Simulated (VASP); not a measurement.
# GdN (P6_3mc) in VASP: single point with PBE

Aim: the single point of GdN with PBE.

Program: VASP 6.6.1. These are calculated values, not measurements. Logs are shortened: lines on timing, memory, paths and dates and some standing lists are left out, and cuts for length are marked.

## Step 1: The cell of the first run

Symmetry: P6_3mc, No. 186, hexagonal system. Conventional cell: a = 4.085 Å, b = 4.085 Å, c = 5.111 Å, α = 90.00°, β = 90.00°, γ = 120.00°. Gd (site symmetry 3m) has 5 N at 2.36 to 2.71 Å within 3.1 Å. N (site symmetry 3m) has 5 Gd at 2.36 to 2.71 Å within 3.1 Å.

## Step 2: Single point, PBE, collinear spin, ferromagnetic start (18.46 Å³/atom)

File INCAR:

```
ALGO = Normal
EDIFF = 1E-6
ENCUT = 520
GGA = PE
ISIF = 2
ISMEAR = 0
ISPIN = 2
LASPH = T
LCHARG = T
LELF = T
LMAXMIX = 6
LORBIT = 11
LREAL = F
LVHAR = T
LWAVE = F
MAGMOM = 7.5 7.5 0 0
NBANDS = 35
NELM = 150
PREC = Accurate
SIGMA = 0.05
```

File KPOINTS:

```
k-points
0
Gamma
  10 10 8
```

File POSCAR:

```
GdN
1.0
    4.0849284835      0.0000000000      0.0000000000
   -2.0424642417      3.5376518394      0.0000000000
    0.0000000000      0.0000000000      5.1110100781
Gd N
2 2
Direct
    0.6666666667      0.3333333333      0.0476027558
    0.3333333333      0.6666666667      0.5476027558
    0.6666666667      0.3333333333      0.5775972442
    0.3333333333      0.6666666667      0.0775972442
```

Potentials or basis: VASP PAW PBE potentials, release 64 (Gd, N).

On the command line:

```bash
$ cat potpaw_PBE.64/Gd/POTCAR potpaw_PBE.64/N/POTCAR > POTCAR
$ mpirun -np 1 vasp_std > vasp.out
```

OUTCAR:

```text
EDIFF = 1E-6
   ENCUT = 520
   GGA = PE
   ISIF = 2
   ISMEAR = 0
   ISPIN = 2
   LASPH = T
   LORBIT = 11
   LREAL = F
   NELM = 150
   PREC = Accurate

 ion  position               nearest neighbor table
   1  0.667  0.333  0.048-   4 2.36   4 2.36   4 2.36   3 2.40   2 3.48   2 3.48   2 3.48   2 3.48
                             2 3.48   2 3.48
   2  0.333  0.667  0.548-   3 2.36   3 2.36   3 2.36   4 2.40   1 3.48   1 3.48   1 3.48   1 3.48
                             1 3.48   1 3.48
   3  0.667  0.333  0.578-   2 2.36   2 2.36   2 2.36   1 2.40
   4  0.333  0.667  0.078-   1 2.36   1 2.36   1 2.36   2 2.40

  LATTYP: Found a hexagonal cell.
 ALAT       =     4.0849284835
 C/A-ratio  =     1.2511871625

  Lattice vectors:

 A1 = (   4.0849284835,   0.0000000000,   0.0000000000)
 A2 = (  -2.0424642417,   3.5376518394,   0.0000000000)
 A3 = (   0.0000000000,   0.0000000000,   5.1110100781)

Analysis of symmetry for initial positions (statically):
=====================================================================
 Subroutine PRICEL returns:
 Original cell was already a primitive cell.

 Routine SETGRP: Setting up the symmetry group for a
 hexagonal supercell.

 Subroutine GETGRP returns: Found 12 space group operations
 (whereof  6 operations were pure point group operations)
 out of a pool of 24 trial point group operations.

The static configuration has the point symmetry C_3v.
 The point group associated with its full space group is C_6v.

Analysis of symmetry for dynamics (positions and initial velocities):
=====================================================================
 Subroutine PRICEL returns:
 Original cell was already a primitive cell.

 Routine SETGRP: Setting up the symmetry group for a
 hexagonal supercell.

 Subroutine GETGRP returns: Found 12 space group operations
 (whereof  6 operations were pure point group operations)
 out of a pool of 24 trial point group operations.

The dynamic configuration has the point symmetry C_3v.
 The point group associated with its full space group is C_6v.

Analysis of structural, dynamic, and magnetic symmetry:
=====================================================================
 Subroutine PRICEL returns:
 Original cell was already a primitive cell.

 Routine SETGRP: Setting up the symmetry group for a
 hexagonal supercell.

 Subroutine GETGRP returns: Found 12 space group operations
 (whereof  6 operations were pure point group operations)
 out of a pool of 24 trial point group operations.

The overall configuration has the point symmetry C_3v.
 The point group associated with its full space group is C_6v.

 Subroutine INISYM returns: Found 12 space group operations
 (whereof  6 operations are pure point group operations),
 and found     1 'primitive' translations

----------------------------------------------------------------------------------------

                                     Primitive cell

  volume of cell :      73.8595

  direct lattice vectors                    reciprocal lattice vectors
     4.084928483  0.000000000  0.000000000     0.244802327  0.141336690  0.000000000
    -2.042464242  3.537651839  0.000000000     0.000000000  0.282673379  0.000000000
     0.000000000  0.000000000  5.111010078     0.000000000  0.000000000  0.195656042

  length of vectors
     4.084928483  4.084928484  5.111010078     0.282673379  0.282673379  0.195656042

  position of ions in fractional coordinates (direct lattice)
     0.666666667  0.333333333  0.047602756
     0.333333333  0.666666667  0.547602756
     0.666666667  0.333333333  0.577597244
     0.333333333  0.666666667  0.077597244

  ion indices of the primitive-cell ions
   primitive index   ion index
                 1           1
                 2           2
                 3           3
                 4           4

----------------------------------------------------------------------------------------

 KPOINTS: k-points

Automatic generation of k-mesh.
 Grid dimensions read from file:
 generate k-points for:   10   10    8

 Generating k-lattice:

  Cartesian coordinates                     Fractional coordinates (reciprocal lattice)
     0.024480233  0.014133669  0.000000000     0.100000000  0.000000000  0.000000000
     0.000000000  0.028267338  0.000000000     0.000000000  0.100000000  0.000000000
     0.000000000  0.000000000  0.024457005     0.000000000  0.000000000  0.125000000

  Length of vectors
     0.028267338  0.028267338  0.024457005

  Shift w.r.t. Gamma in fractional coordinates (k-lattice)
     0.000000000  0.000000000  0.000000000

 Subroutine IBZKPT returns following result:
 ===========================================

 Found     70 irreducible k-points:

 Following reciprocal coordinates:
            Coordinates               Weight
  0.000000  0.000000  0.000000      1.000000
  0.100000  0.000000  0.000000      6.000000
  0.200000  0.000000  0.000000      6.000000
  0.300000  0.000000  0.000000      6.000000
  0.400000 -0.000000  0.000000      6.000000
  0.500000  0.000000  0.000000      3.000000
[... 16 lines left out ...]
  0.300000  0.100000  0.125000     24.000000
  0.400000  0.100000  0.125000     24.000000
 [... further k-points ...]
   k-points           NKPTS =     70   k-points in BZ     NKDIM =     70   number of bands    NBANDS=     35
   number of dos      NEDOS =    301   number of ions     NIONS =      4
   total plane-waves  NPLWV =  36000
   dimension x,y,z NGX =    30 NGY =   30 NGZ =   40
   dimension x,y,z NGXF=    60 NGYF=   60 NGZF=   80
   ions per type =               2   2
   NGX,Y,Z   is equivalent  to a cutoff of  12.21, 12.21, 13.01 a.u.
   NGXF,Y,Z  is equivalent  to a cutoff of  24.42, 24.42, 26.02 a.u.
 SYSTEM =  unknown system
   PREC   = accura    normal or accurate (medium, high low for compatibility)
   ISTART =      0    job   : 0-new  1-cont  2-samecut
   ICHARG =      2    charge: 1-file 2-atom 10-const
   ISPIN  =      2    spin polarized calculation?
   LNONCOLLINEAR =      F non collinear calculations
   LSORBIT =      F    spin-orbit coupling
   LASPH  =      T    aspherical Exc in radial PAW
   ENCUT  =  520.0 eV  38.22 Ry    6.18 a.u.   7.60  7.60  9.50*2*pi/ulx,y,z
   NELM   =    150;   NELMIN=  2; NELMDL= -5     # of ELM steps
   EDIFF  = 0.1E-05   stopping-criterion for ELM
   LREAL  =      F    real-space projection
   EDIFFG = 0.1E-04   stopping-criterion for IOM
   NSW    =      0    number of steps for IOM
   IBRION =     -1    ionic relax: 0-MD 1-quasi-New 2-CG
   NFREE  =      0    steps in history (QN), initial steepest desc. (CG)
   ISIF   =      2    stress and relaxation
   ISYM   =      2    0-nonsym 1-usesym 2-fastsym
   POTIM  = 0.5000    time-step for ionic-motion
   TEBEG  =    0.0;   TEEND  =   0.0 temperature during run
   PSTRESS=    0.0 pullay stress
   NELECT =      46.0000    total number of electrons
   NUPDOWN=      -1.0000    fix difference up-down
   EMIN   =  10.00;   EMAX   =-10.00  energy-range for DOS
   EFERMI =   0.00;   METHOD = LEGACY
   ISMEAR =     0;   SIGMA  =   0.05  broadening in eV -4-tet -1-fermi 0-gaus
   EFERMI_NEDOS =   21; number of points for ismear=-14 and -15
   IALGO  =     38    algorithm
   IMIX   =      4    mixing-type and parameters
     AMIX     =   0.40;   BMIX     =  1.00
     AMIX_MAG =   1.60;   BMIX_MAG =  1.00
  volume/ion in A,a.u.               =      18.46       124.61
  Fermi-wavevector in a.u.,A,eV,Ry     =   1.398059  2.641947 26.593507  1.954568
  Thomas-Fermi vector in A             =   2.521254
   LORBIT       =     11    0 simple, 1 ext, 2 COOP (PROOUT), +10 PAW based schemes
   GGA     = PE    functional components
   LHFCALC =     F    Hartree Fock is set to
   AEXX    =    0.0000 exact exchange contribution
   IVDW    =     0    specifies the selected vdW correction
   LEPSILON=     F    determine dielectric tensor
   LRPA    =     F    only Hartree local field effects (RPA)
 spin polarized calculation
 Gauss-broadening in eV      SIGMA  =   0.05
  energy-cutoff  :      520.00
  volume of cell :       73.86
 maximum number of plane-waves:      2024
   NGX = 15   NGY = 15   NGZ = 19

 number of electron      46.0000004 magnetization       9.3293452

 number of electron      45.9999983 magnetization      13.9999976

 Free energy of the ion-electron system (eV)
  ---------------------------------------------------
  ext. energy  EPLUGINS =         0.00000000
  ---------------------------------------------------
  free energy    TOTEN  =       -46.11956857 eV

  energy without entropy =      -46.11956857  energy(sigma->0) =      -46.11956857

 E-fermi :   3.0747     XC(G=0): -10.4275

 val. band max:        2.7961545998   @ k =   0.0000   0.0000   0.0000
 cond. band min:       3.6619000094   @ k =   0.3000   0.3000   0.0000
 fundamental gap:      0.8657454096
 Fermi energy:         3.0747498399

 spin component 1

 k-point     1 :       0.0000    0.0000    0.0000
  band No.  band energies     occupation
      1     -41.0090      1.00000
      2     -40.9015      1.00000
      3     -18.8565      1.00000
      4     -18.4511      1.00000
      5     -18.4511      1.00000
      6     -18.1980      1.00000
[... 27 lines left out ...]
     34       7.3341      0.00000
     35       8.4063      0.00000

 k-point     2 :       0.1000    0.0000    0.0000
  band No.  band energies     occupation
      1     -41.0057      1.00000
      2     -40.9028      1.00000
      3     -18.8383      1.00000
      4     -18.4807      1.00000
      5     -18.4632      1.00000
      6     -18.2373      1.00000
[... 27 lines left out ...]
     34       7.4646      0.00000
     35       8.1596      0.00000
[... 796 lines left out ...]
     34       7.9736      0.00000
     35       8.2662      0.00000

 k-point    24 :       0.4000    0.1000    0.1250
  band No.  band energies     occupation
      1     -40.9614      1.00000
      2     -40.9283      1.00000
      3     -18.8256      1.00000
      4     -18.6519      1.00000
      5     -18.5723      1.00000
      6     -18.4577      1.00000
[... 27 lines left out ...]
     34       7.5411      0.00000
     35       8.1808      0.00000

 [... further k-points ...]

 spin component 2

 k-point     1 :       0.0000    0.0000    0.0000
  band No.  band energies     occupation
      1     -37.9047      1.00000
      2     -37.7658      1.00000
      3     -16.8149      1.00000
      4     -16.3023      1.00000
      5     -16.3023      1.00000
      6     -15.9904      1.00000
[... 27 lines left out ...]
     34       8.2552      0.00000
     35       9.1707      0.00000

 k-point     2 :       0.1000    0.0000    0.0000
  band No.  band energies     occupation
      1     -37.9003      1.00000
      2     -37.7675      1.00000
      3     -16.7932      1.00000
      4     -16.3491      1.00000
      5     -16.3183      1.00000
      6     -16.0534      1.00000
[... 27 lines left out ...]
     34       8.3956      0.00000
     35       9.0703      0.00000
[... 796 lines left out ...]
     34       8.7755      0.00000
     35       9.0431      0.00000

 k-point    24 :       0.4000    0.1000    0.1250
  band No.  band energies     occupation
      1     -37.8418      1.00000
      2     -37.7992      1.00000
      3     -16.8562      1.00000
      4     -16.6504      1.00000
      5     -16.4648      1.00000
      6     -16.3239      1.00000
[... 27 lines left out ...]
     34       8.3847      0.00000
     35       9.1295      0.00000

 [... further k-points ...]

------------------------ aborting loop because EDIFF is reached ----------------------------------------

  FORCE on cell =-STRESS in cart. coord.  units (eV):
  Direction    XX          YY          ZZ          XY          YZ          ZX
  --------------------------------------------------------------------------------------
  -------------------------------------------------------------------------------------
  Total       -0.9578166     -0.9578166     -0.9355936     -0.0000000      0.0000000      0.0000000
  in kB      -20.7771817    -20.7771817    -20.2951155     -0.0000000      0.0000000      0.0000000
  external PRESSURE =     -20.6164930 kB  Pullay stress =       0.0000000 kB

 VOLUME and BASIS-vectors are now :
 -----------------------------------------------------------------------------
  energy-cutoff  :      520.00
  volume of cell :       73.86
      direct lattice vectors                 reciprocal lattice vectors
     4.084928483  0.000000000  0.000000000     0.244802327  0.141336690  0.000000000
    -2.042464242  3.537651839  0.000000000     0.000000000  0.282673379  0.000000000
     0.000000000  0.000000000  5.111010078     0.000000000  0.000000000  0.195656042

 POSITION                                       TOTAL-FORCE (eV/Angst)
 -----------------------------------------------------------------------------------
      2.04246      1.17922      0.24330        -0.000000      0.000000      0.007986
     -0.00000      2.35843      2.79880         0.000000     -0.000000      0.007986
      2.04246      1.17922      2.95211        -0.000000      0.000000     -0.007986
     -0.00000      2.35843      0.39660         0.000000      0.000000     -0.007986
 -----------------------------------------------------------------------------------
    total drift:                                0.000000      0.000000     -0.002386

  FREE ENERGIE OF THE ION-ELECTRON SYSTEM (eV)
  ---------------------------------------------------
  free  energy   TOTEN  =       -46.1195685727 eV

  energy  without entropy=      -46.1195685727  energy(sigma->0) =      -46.11956857

 total charge

# of ion       s       p       d       f       tot
--------------------------------------------------
    1        2.037   5.647   0.550   7.000  15.235
    2        2.037   5.647   0.550   7.000  15.235
    3        1.253   2.392   0.000   0.000   3.646
    4        1.253   2.392   0.000   0.000   3.646
--------------------------------------------------
tot          6.580  16.079   1.101  14.001  37.760

 magnetization (x)

# of ion       s       p       d       f       tot
--------------------------------------------------
    1       -0.004  -0.082   0.072   6.813   6.799
    2       -0.004  -0.082   0.072   6.813   6.799
    3       -0.007  -0.059   0.000   0.000  -0.065
    4       -0.007  -0.059   0.000   0.000  -0.065
--------------------------------------------------
tot         -0.021  -0.282   0.144  13.626  13.467
```

Run time: 29 min. Hardware: 1 thread of AMD EPYC 9R45 (Zen 5), shared host; peak memory 0.4 GiB.

Results:

* Free energy: -46.1196 eV
* Pressure: -2.1 GPa
* Largest force: 0.008 eV/Å
* Band gap on the k mesh: 0.87 eV (least direct gap 1.00 eV)
* Net moment: 14.00 μB per cell
* Site moments: Gd +6.80; N -0.07 μB
* Valence electrons inside the program's atomic spheres: Gd 15.23; N 3.65

Forces in eV/Å, atoms in the order of the input:
```
Gd   0.000  0.000  0.008
Gd   0.000  0.000  0.008
N    0.000  0.000 -0.008
N    0.000  0.000 -0.008
```

Levels at points of the mesh, in eV from the valence-band top:
Spin up:
```csv
k point,band 28,band 29,band 30,band 31,band 32,band 33
"(0.00, 0.00, 0.00)",-2.15,-1.31,0.00,1.51,2.56,2.56
"(0.50, 0.00, 0.00)",-1.01,-0.98,-0.69,1.73,2.32,2.40
"(0.00, 0.00, 0.50)",-2.51,-2.35,-2.35,3.04,3.04,4.93
"(0.50, 0.00, 0.50)",-1.84,-1.15,-1.15,2.92,2.92,4.30
```
Spin down:
```csv
k point,band 12,band 13,band 14,band 15,band 16,band 17,band 18,band 19,band 20,band 21
"(0.00, 0.00, 0.00)",-2.42,-1.99,-1.99,-1.01,-0.92,1.00,1.82,1.82,1.87,1.87
"(0.50, 0.00, 0.00)",-2.07,-1.32,-1.23,-1.17,-0.97,1.50,1.70,1.84,1.96,1.98
"(0.00, 0.00, 0.50)",-2.50,-2.38,-2.38,-2.38,-2.38,1.67,1.67,1.84,1.84,1.84
"(0.50, 0.00, 0.50)",-3.16,-1.95,-1.95,-1.22,-1.22,1.73,1.73,1.89,1.89,1.95
```

Caveat: spin-orbit coupling is left out, which moves the levels of the heavy elements; semilocal functionals describe open f shells poorly, which spoils levels, moments and volumes. A k mesh can miss the band edges.
